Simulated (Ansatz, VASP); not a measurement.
# WC in VASP and in Ansatz

Contents of INCAR:

```
  PREC = Accurate
  ENCUT = 520
  EDIFF = 1E-6
  ISMEAR = -1
  SIGMA = 0.08
  LREAL = F
  LASPH = T
  NELM = 100
  ALGO = Normal
  ISIF = 2
  LWAVE = F
  LCHARG = F
  GGA = PE
  NBANDS = 16
```

File KPOINTS:

```
Automatic mesh
0
Gamma
  15 15 15
```

File POSCAR:

```
WC
1.0
    0.0000000000      2.1901585499      2.1901585499
    2.1901585499      0.0000000000      2.1901585499
    2.1901585499      2.1901585499      0.0000000000
W C
1 1
Direct
    0.0000000000      0.0000000000      0.0000000000
    0.5000000000      0.5000000000      0.5000000000
```

Input for Ansatz:

```yaml
crystal:
  lattice:
    - [0.0, 2.1901585499, 2.1901585499]
    - [2.1901585499, 0.0, 2.1901585499]
    - [2.1901585499, 2.1901585499, 0.0]
  atoms:
    - { symbol: W, position: [0.0, 0.0, 0.0] }
    - { symbol: C, position: [0.5, 0.5, 0.5] }
kpoints:
  mp_grid: { grid: [15, 15, 15] }
scf:
  occupations: { method: fermi_dirac, width: 0.08 }
hamiltonian:
  xc: pbe
  pseudopotentials: { kind: paw }
output:
  forces: true
  stress: true
  eigenvalues: true
```

Change from the starting cell: volume scaled by 1, to set the pressure.

Alike in both runs: task single point; functional PBE; k mesh 15 × 15 × 15; occupations fermi-dirac, width 0.08 eV; no spin polarisation.

|  | VASP | Ansatz |
| --- | --- | --- |
| version | VASP 6.6.1 | Ansatz 0.2.0 |
| potentials or method | VASP PAW PBE potentials, release 64 (W_sv, C) | PAW with Ansatz's default frozen-core files, scalar-relativistic |
| plane-wave cutoff (eV) | 520 | 420 |
| valence electrons in the cell | 18 | 18 |

Ansatz gave:

| Quantity | Value |
| --- | --- |
| pressure (GPa) | 0.0 |

Task: What did VASP give for the same quantities?

Result: Pressure (GPa): 0.9.

Neither program's run includes spin-orbit coupling.
